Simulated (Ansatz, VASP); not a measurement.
Al2P3: VASP beside Ansatz

```
Al P
1.0
     3.46326    0.00000    0.00000
    -1.73163    2.99927    0.00000
     0.00000    0.00000    7.84179
Al P
2 3
Direct
  0.33333 0.66667 0.18822
  0.66667 0.33333 0.81178
  0.33333 0.66667 0.60122
  0.66667 0.33333 0.39878
  0.00000 0.00000 0.00000
```

Change from the starting cell: species swapped into the Mg3Sb2 type (P-3m1, No. 164).

Alike in both runs: functional PBE; k mesh 12 × 12 × 6; occupations gaussian, width 0.1 eV; no spin polarisation.

Ansatz relaxed the structure, and its values are those at the end. VASP's run is a single point on that final structure, the one shown.

|  | VASP | Ansatz |
| --- | --- | --- |
| version | VASP 6.6.1 | Ansatz 0.2.0 |
| potentials or method | VASP PAW PBE potentials, release 64 (Al, P), cutoff 520 eV | scalar-relativistic, plane waves, PAW |
| valence electrons in the cell | 21 | 21 |

```tsv
	VASP	Ansatz	Ansatz less VASP
gap on the k mesh at the Fermi level (eV)	none	none	-
pressure (GPa)	-0.1	0.0	+0.09
```

A gap of «none» marks a metal or a gap that the smearing closes.
